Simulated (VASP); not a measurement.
# MgI2 (P-3m1) in VASP: notebook, part 2 of 2

VASP 6.6.1. The steps go on from the part before.

### 3 Single point, PBE+D3(BJ) (strain +0.080 along x and y, -0.080 along z)

File INCAR:

```
SYSTEM = MgI2
  PREC = Accurate
  ENCUT = 520
  EDIFF = 1E-6
  ISMEAR = 0
  SIGMA = 0.05
  LREAL = .FALSE.
  LASPH = .TRUE.
  NELM = 100
  ALGO = Normal
  ISIF = 2
  LWAVE = .FALSE.
  LCHARG = .TRUE.
  GGA = PE
  IVDW = 12
  LELF = .TRUE.
  LVHAR = .TRUE.
  NBANDS = 15
```

File KPOINTS:

```
Automatic mesh
0
G
  6 6 4
  0 0 0
```

File POSCAR:

```
MgI2
1.0
    4.4859961311      0.0000000000      0.0000000000
   -2.2429980655      3.8849866108      0.0000000000
    0.0000000000      0.0000000000      6.3130400000
Mg I
1 2
Direct
    0.0000000000      0.0000000000      0.0000000000
    0.3333333333      0.6666666667      0.7576300000
    0.6666666667      0.3333333333      0.2423700000
```

Potentials or basis: VASP PAW PBE potentials, release 64 (Mg, I).

Run with:

```sh
$ cat potpaw_PBE.64/Mg/POTCAR potpaw_PBE.64/I/POTCAR > POTCAR
$ mpirun -np 1 vasp_std > vasp.out
```

OUTCAR:

```text
SYSTEM = MgI2
   PREC = Accurate
   ENCUT = 520
   EDIFF = 1E-6
   ISMEAR = 0
   LREAL = .FALSE.
   LASPH = .TRUE.
   NELM = 100
   ISIF = 2
   GGA = PE
   IVDW = 12
 IVDW          = 12

 ion  position               nearest neighbor table
   1  0.000  0.000  0.000-   2 3.01   3 3.01   2 3.01   3 3.01   3 3.01   2 3.01
   2  0.333  0.667  0.758-   1 3.01   1 3.01   1 3.01
   3  0.667  0.333  0.242-   1 3.01   1 3.01   1 3.01

  LATTYP: Found a hexagonal cell.
 ALAT       =     4.4859961311
 C/A-ratio  =     1.4072771834

  Lattice vectors:

 A1 = (   4.4859961311,   0.0000000000,   0.0000000000)
 A2 = (  -2.2429980655,   3.8849866108,   0.0000000000)
 A3 = (   0.0000000000,   0.0000000000,   6.3130400000)

Analysis of symmetry for initial positions (statically):
=====================================================================
 Subroutine PRICEL returns:
 Original cell was already a primitive cell.

 Routine SETGRP: Setting up the symmetry group for a
 hexagonal supercell.

 Subroutine GETGRP returns: Found 12 space group operations
[... 181 lines left out ...]
      6       1.3657      2.00000
      7       1.3657      2.00000
      8       2.2581      2.00000
      9       4.7016      0.00000
     10       6.0204      0.00000
     11       7.8343      0.00000
     12       7.8343      0.00000
     13       9.6393      0.00000
     14       9.6393      0.00000
[... 401 lines left out ...]
      2      -9.3614      2.00000
      3      -1.2303      2.00000
      4      -0.8797      2.00000
      5      -0.8797      2.00000
      6      -0.1119      2.00000
      7       1.6712      2.00000
      8       1.6712      2.00000
      9       6.4439      0.00000
     10       8.0406      0.00000
     11       8.0406      0.00000
     12       8.9545      0.00000
     13       9.7932      0.00000
     14       9.9949      0.00000
     15       9.9950      0.00000

------------------------ aborting loop because EDIFF is reached ----------------------------------------

 Edisp (eV)   -0.85330

 E8    (eV) :    -0.3802

  FORCE on cell =-STRESS in cart. coord.  units (eV):
  Direction    XX          YY          ZZ          XY          YZ          ZX
  --------------------------------------------------------------------------------------
  -------------------------------------------------------------------------------------
  Total      -2.39768    -2.39768     0.28237    -0.00000    -0.00000     0.00000
  in kB     -34.91521   -34.91521     4.11183    -0.00000    -0.00000     0.00000
  external pressure =      -21.91 kB  Pullay stress =        0.00 kB

 VOLUME and BASIS-vectors are now :
 -----------------------------------------------------------------------------
  energy-cutoff  :      520.00
  volume of cell :      110.02
      direct lattice vectors                 reciprocal lattice vectors
     4.485996131  0.000000000  0.000000000     0.222915930  0.128700572  0.000000000
    -2.242998066  3.884986611  0.000000000     0.000000000  0.257401145  0.000000000
     0.000000000  0.000000000  6.313040000     0.000000000  0.000000000  0.158402291

 POSITION                                       TOTAL-FORCE (eV/Angst)
 -----------------------------------------------------------------------------------
      0.00000      0.00000      0.00000        -0.000000      0.000000      0.000000
     -0.00000      2.58999      4.78295         0.000000      0.000000     -0.023739
      2.24300      1.29500      1.53009         0.000000     -0.000000      0.023739
 -----------------------------------------------------------------------------------
    total drift:                               -0.000000      0.000000      0.000000

  FREE ENERGIE OF THE ION-ELECTRON SYSTEM (eV)
  ---------------------------------------------------
  free  energy   TOTEN  =        -8.3936013758 eV

  energy  without entropy=       -8.3936013758  energy(sigma->0) =       -8.39360138
```

OSZICAR:

```text
N       E                     dE             d eps       ncg     rms          rms(c)
DAV:   1     0.751098686691E+02    0.75110E+02   -0.56571E+03   720   0.831E+02
DAV:   2    -0.168982770212E+01   -0.76800E+02   -0.68577E+02   988   0.128E+02
DAV:   3    -0.766297552178E+01   -0.59731E+01   -0.59483E+01   993   0.408E+01
DAV:   4    -0.777437758325E+01   -0.11140E+00   -0.11140E+00   975   0.676E+00
DAV:   5    -0.777544108865E+01   -0.10635E-02   -0.10635E-02  1021   0.653E-01    0.355E+00
DAV:   6    -0.758227944743E+01    0.19316E+00   -0.15297E-01   776   0.198E+00    0.244E+00
DAV:   7    -0.754106004474E+01    0.41219E-01   -0.13878E-01   832   0.184E+00    0.869E-01
DAV:   8    -0.754013811124E+01    0.92193E-03   -0.94631E-03   853   0.546E-01    0.229E-01
DAV:   9    -0.754029977033E+01   -0.16166E-03   -0.10794E-03   958   0.205E-01    0.699E-02
DAV:  10    -0.754028817139E+01    0.11599E-04   -0.40841E-05   902   0.397E-02    0.358E-02
DAV:  11    -0.754030301179E+01   -0.14840E-04   -0.21186E-05   895   0.295E-02    0.708E-03
DAV:  12    -0.754030326936E+01   -0.25757E-06   -0.20344E-06   828   0.838E-03
   1 F= -.83936014E+01 E0= -.83936014E+01  d E =-.136618E-10
```

Run time: 53 s. Hardware: 1 thread of Intel Xeon 8259CL, shared host; peak memory 0.26 GiB.

Results:

| Item | Value |
| --- | --- |
| Free energy | -8.3936 eV |
| Pressure | -2.2 GPa |
| Largest force | 0.024 eV/Å |
| Band gap on the k mesh | 2.44 eV |
| Dispersion energy per atom | -0.284 eV |

Forces in eV/Å, atoms in the order of the input:
```
Mg   0.000  0.000  0.000
I    0.000  0.000 -0.024
I    0.000  0.000  0.024
```

Stress tensor (GPa, compression positive):
```
-3.49  0.00  0.00
 0.00 -3.49  0.00
 0.00  0.00  0.41
```

Levels at points of the mesh, in eV from the valence-band top:
```tsv
k point	band 6	band 7	band 8	band 9	band 10	band 11
(0.00, 0.00, 0.00)	-0.89	-0.89	0.00	2.44	3.76	5.58
(0.50, 0.00, 0.00)	-2.04	-1.17	-0.92	2.85	4.81	5.41
(0.00, 0.00, 0.50)	-1.24	-1.06	-1.06	3.35	3.95	5.25
(0.50, 0.00, 0.50)	-1.32	-1.11	-0.99	2.95	4.77	6.04
```

Caveat: the cell differs from its parent crystal (strain +0.080 along x and y, -0.080 along z); spin-orbit coupling is left out, which moves the levels of the heavy elements. A k mesh can miss the band edges.

### 4 Single point, PBE+D3(BJ) (strain +0.000 along x and y, +0.080 along z)

File INCAR:

```
PREC = Accurate
ENCUT = 520
EDIFF = 1E-6
ISMEAR = 0
SIGMA = 0.05
LREAL = False
LASPH = True
NELM = 80
ALGO = Normal
ISIF = 2
LWAVE = False
LCHARG = False
GGA = PE
IVDW = 12
NBANDS = 15
```

File KPOINTS:

```
Automatic mesh
0
Gamma
  6 6 4
```

File POSCAR:

```
MgI2
1.0
    4.1537001214      0.0000000000      0.0000000000
   -2.0768500607      3.5972098248      0.0000000000
    0.0000000000      0.0000000000      7.4109600000
Mg I
1 2
Direct
    0.0000000000      0.0000000000      0.0000000000
    0.3333333333      0.6666666667      0.7576300000
    0.6666666667      0.3333333333      0.2423700000
```

Potentials or basis: VASP PAW PBE potentials, release 64 (Mg, I).

Run with:

```sh
$ cat potpaw_PBE.64/Mg/POTCAR potpaw_PBE.64/I/POTCAR > POTCAR
$ mpirun -np 1 vasp_std > vasp.out
```

OUTCAR:

```text
PREC = Accurate
   ENCUT = 520
   EDIFF = 1E-6
   ISMEAR = 0
   LREAL = False
   LASPH = True
   NELM = 80
   ISIF = 2
   GGA = PE
   IVDW = 12
 IVDW          = 12

 ion  position               nearest neighbor table
   1  0.000  0.000  0.000-   2 3.00   3 3.00   2 3.00   3 3.00   3 3.00   2 3.00
   2  0.333  0.667  0.758-   1 3.00   1 3.00   1 3.00
   3  0.667  0.333  0.242-   1 3.00   1 3.00   1 3.00

  LATTYP: Found a hexagonal cell.
 ALAT       =     4.1537001214
 C/A-ratio  =     1.7841827247

  Lattice vectors:

 A1 = (   4.1537001214,   0.0000000000,   0.0000000000)
 A2 = (  -2.0768500607,   3.5972098248,   0.0000000000)
 A3 = (   0.0000000000,   0.0000000000,   7.4109600000)

Analysis of symmetry for initial positions (statically):
=====================================================================
 Subroutine PRICEL returns:
 Original cell was already a primitive cell.

 Routine SETGRP: Setting up the symmetry group for a
 hexagonal supercell.

 Subroutine GETGRP returns: Found 12 space group operations
 (whereof 12 operations were pure point group operations)
 out of a pool of 24 trial point group operations.

The static configuration has the point symmetry D_3d.

Analysis of symmetry for dynamics (positions and initial velocities):
=====================================================================
 Subroutine PRICEL returns:
 Original cell was already a primitive cell.

 Routine SETGRP: Setting up the symmetry group for a
 hexagonal supercell.

 Subroutine GETGRP returns: Found 12 space group operations
 (whereof 12 operations were pure point group operations)
 out of a pool of 24 trial point group operations.

The dynamic configuration has the point symmetry D_3d.

 Subroutine INISYM returns: Found 12 space group operations
 (whereof 12 operations are pure point group operations),
 and found     1 'primitive' translations

[... 124 lines left out ...]
   LEPSILON=     F    determine dielectric tensor
   LRPA    =     F    only Hartree local field effects (RPA)
 non-spin polarized calculation
 Gauss-broadening in eV      SIGMA  =   0.05
  energy-cutoff  :      520.00
  volume of cell :      110.73
 maximum number of plane-waves:      3016
 NGX is ok and might be reduce to    32
   NGX = 15   NGY = 15   NGZ = 27

 number of electron      16.0000001 magnetization

 Free energy of the ion-electron system (eV)
  ---------------------------------------------------
  ext. energy  EPLUGINS =         0.00000000
  ---------------------------------------------------
  free energy    TOTEN  =        -7.67037397 eV

  energy without entropy =       -7.67037397  energy(sigma->0) =       -7.67037397

 E-fermi :   1.9682     XC(G=0):  -7.8925

 val. band max:        1.7262463806   @ k =   0.0000   0.0000   0.0000
 cond. band min:       5.0057543573   @ k =   0.5000  -0.0000   0.5000
 fundamental gap:      3.2795079767
 Fermi energy:         1.9681829615

 k-point     1 :       0.0000    0.0000    0.0000
  band No.  band energies     occupation
      1     -10.1520      2.00000
      2      -9.6734      2.00000
      3      -1.6836      2.00000
      4       1.2994      2.00000
      5       1.4723      2.00000
      6       1.4723      2.00000
      7       1.7262      2.00000
      8       1.7262      2.00000
      9       5.0893      0.00000
     10       6.6412      0.00000
     11       8.5164      0.00000
     12       8.5164      0.00000
     13       8.7582      0.00000
     14       9.9500      0.00000
[... 401 lines left out ...]
      2      -9.3875      2.00000
      3      -1.2193      2.00000
      4      -0.7683      2.00000
      5      -0.7683      2.00000
      6      -0.3888      2.00000
      7       0.9643      2.00000
      8       0.9643      2.00000
      9       5.9403      0.00000
     10       7.1266      0.00000
     11       7.1266      0.00000
     12       8.7405      0.00000
     13      10.0817      0.00000
     14      10.4505      0.00000
     15      10.6212      0.00000

------------------------ aborting loop because EDIFF is reached ----------------------------------------

 Edisp (eV)   -0.85866

 E8    (eV) :    -0.3845

  FORCE on cell =-STRESS in cart. coord.  units (eV):
  Direction    XX          YY          ZZ          XY          YZ          ZX
  --------------------------------------------------------------------------------------
  -------------------------------------------------------------------------------------
  Total      -1.08297    -1.08297    -2.39159    -0.00000     0.00000     0.00000
  in kB     -15.66942   -15.66942   -34.60369    -0.00000     0.00000     0.00000
  external pressure =      -21.98 kB  Pullay stress =        0.00 kB

 VOLUME and BASIS-vectors are now :
 -----------------------------------------------------------------------------
  energy-cutoff  :      520.00
  volume of cell :      110.73
      direct lattice vectors                 reciprocal lattice vectors
     4.153700121  0.000000000  0.000000000     0.240749205  0.138996618  0.000000000
    -2.076850061  3.597209825  0.000000000     0.000000000  0.277993236  0.000000000
     0.000000000  0.000000000  7.410960000     0.000000000  0.000000000  0.134935285

 POSITION                                       TOTAL-FORCE (eV/Angst)
 -----------------------------------------------------------------------------------
      0.00000      0.00000      0.00000         0.000000      0.000000      0.000000
     -0.00000      2.39814      5.61477         0.000000      0.000000      0.524306
      2.07685      1.19907      1.79619        -0.000000      0.000000     -0.524306
 -----------------------------------------------------------------------------------
    total drift:                               -0.000000      0.000000     -0.000000

  FREE ENERGIE OF THE ION-ELECTRON SYSTEM (eV)
  ---------------------------------------------------
  free  energy   TOTEN  =        -8.5290349364 eV

  energy  without entropy=       -8.5290349364  energy(sigma->0) =       -8.52903494
```

OSZICAR:

```text
N       E                     dE             d eps       ncg     rms          rms(c)
DAV:   1     0.751865328923E+02    0.75187E+02   -0.56737E+03   720   0.830E+02
DAV:   2    -0.156793473058E+01   -0.76754E+02   -0.68994E+02   978   0.130E+02
DAV:   3    -0.773964373378E+01   -0.61717E+01   -0.61376E+01   986   0.421E+01
DAV:   4    -0.786476557855E+01   -0.12512E+00   -0.12511E+00  1041   0.710E+00
DAV:   5    -0.786556036547E+01   -0.79479E-03   -0.79478E-03   993   0.575E-01    0.375E+00
DAV:   6    -0.770332457895E+01    0.16224E+00   -0.13095E-01   790   0.190E+00    0.263E+00
DAV:   7    -0.767204233279E+01    0.31282E-01   -0.11831E-01   874   0.172E+00    0.821E-01
DAV:   8    -0.767026413527E+01    0.17782E-02   -0.78740E-03   776   0.525E-01    0.294E-01
DAV:   9    -0.767039403309E+01   -0.12990E-03   -0.14967E-03   972   0.233E-01    0.108E-01
DAV:  10    -0.767037121718E+01    0.22816E-04   -0.51586E-05   909   0.479E-02    0.466E-02
DAV:  11    -0.767037356981E+01   -0.23526E-05   -0.11494E-05   881   0.220E-02    0.188E-02
DAV:  12    -0.767037397439E+01   -0.40458E-06   -0.15908E-06   921   0.841E-03
   1 F= -.85290349E+01 E0= -.85290349E+01  d E =-.268253E-13
```

stdout:

```text
POSCAR found type information on POSCAR MgI
 POSCAR found :  2 types and       3 ions
 scaLAPACK will be used
 LDA part: xc-table for (Slater+PW92), standard interpolation
 POSCAR, INCAR and KPOINTS ok, starting setup
 FFT: planning ... GRIDC
 FFT: planning ... GRID_SOFT
 FFT: planning ... GRID
 WAVECAR not read
 entering main loop
```

It took 45 s on 1 thread of Intel Xeon 8259CL, shared host; peak memory 0.25 GiB.

Results:

| Quantity | Value |
| --- | --- |
| Free energy | -8.5290 eV |
| Pressure | -2.2 GPa |
| Largest force | 0.524 eV/Å |
| Band gap on the k mesh | 3.28 eV (least direct gap 3.36 eV) |
| Dispersion energy per atom | -0.286 eV |

Forces in eV/Å, atoms in the order of the input:
```
Mg   0.000  0.000  0.000
I    0.000  0.000  0.524
I    0.000  0.000 -0.524
```

Stress tensor (GPa, compression positive):
```
-1.57  0.00  0.00
 0.00 -1.57  0.00
 0.00  0.00 -3.46
```

Caveat: the cell differs from its parent crystal (strain +0.000 along x and y, +0.080 along z); spin-orbit coupling is left out, which moves the levels of the heavy elements. A k mesh can miss the band edges.

### 5 Single point, PBE+D3(BJ) (strain +0.040 along x and y, +0.000 along z)

File INCAR:

```
SYSTEM = MgI2
ALGO = Normal
EDIFF = 1E-6
ENCUT = 520
GGA = PE
ISIF = 2
ISMEAR = 0
IVDW = 12
LASPH = .TRUE.
LCHARG = .FALSE.
LREAL = .FALSE.
LWAVE = .FALSE.
NBANDS = 15
NELM = 60
PREC = Accurate
SIGMA = 0.05
```

File KPOINTS:

```
k-points
0
G
  6 6 4
  0 0 0
```

File POSCAR:

```
MgI2
1.0
    4.3198481262      0.0000000000      0.0000000000
   -2.1599240631      3.7410982178      0.0000000000
    0.0000000000      0.0000000000      6.8620000000
Mg I
1 2
Direct
    0.0000000000      0.0000000000      0.0000000000
    0.3333333333      0.6666666667      0.7576300000
    0.6666666667      0.3333333333      0.2423700000
```

Run with:

```sh
$ cat potpaw_PBE.64/Mg/POTCAR potpaw_PBE.64/I/POTCAR > POTCAR
$ mpirun -np 1 vasp_std > vasp.out
```

Run time: 43 s. Hardware: 1 thread of Intel Xeon 8259CL, shared host; peak memory 0.25 GiB.

The run converged. Its results:

```yaml
Free_energy: -8.5344 eV
Pressure: -2.3 GPa
Largest_force: 0.221 eV/Å
Band_gap_on_the_k_mesh: 3.15 eV
Dispersion_energy_per_atom: -0.284 eV
```

Forces in eV/Å, atoms in the order of the input:
```
Mg   0.000  0.000  0.000
I    0.000  0.000  0.221
I    0.000  0.000 -0.221
```

Stress tensor (GPa, compression positive):
```
-2.81  0.00  0.00
 0.00 -2.81  0.00
 0.00  0.00 -1.37
```

Levels at points of the mesh, in eV from the valence-band top:
```csv
k point,band 6,band 7,band 8,band 9,band 10,band 11
"(0.00, 0.00, 0.00)",-0.32,-0.32,0.00,3.15,4.46,6.30
"(0.50, 0.00, 0.00)",-1.49,-0.89,-0.56,3.37,5.14,5.54
"(0.00, 0.00, 0.50)",-0.58,-0.42,-0.42,4.04,4.52,6.11
"(0.50, 0.00, 0.50)",-1.06,-0.81,-0.77,3.28,5.11,5.83
```

Caveat: the cell differs from its parent crystal (strain +0.040 along x and y, +0.000 along z); spin-orbit coupling is left out, which moves the levels of the heavy elements.

### 6 The runs side by side

| cell | gap on the mesh (eV) | pressure (GPa) | largest force (eV/Å) |
| --- | --- | --- | --- |
| a = 4.154, b = 4.154, c = 7.136 Å, angles 90.0, 90.0, 120.0°, 3 atoms | 3.45 | -1.4 | 0.26 |
| a = 4.486, b = 4.486, c = 6.313 Å, angles 90.0, 90.0, 120.0°, 3 atoms | 2.44 | -2.2 | 0.02 |
| a = 4.154, b = 4.154, c = 7.411 Å, angles 90.0, 90.0, 120.0°, 3 atoms | 3.28 | -2.2 | 0.52 |
| a = 4.320, b = 4.320, c = 6.862 Å, angles 90.0, 90.0, 120.0°, 3 atoms | 3.15 | -2.3 | 0.22 |

Alike in all rows: task single point; level PBE+D3(BJ); potentials or basis VASP PAW PBE potentials, release 64 (Mg, I); no spin polarisation; k mesh 6 × 6 × 4; cutoff (eV) 520; smearing gaussian 0.05 eV.

Caveats: spin-orbit coupling is left out, which moves the levels of the heavy elements.

Total energies depend on the potentials used, so only differences within one code and one set of settings carry meaning.
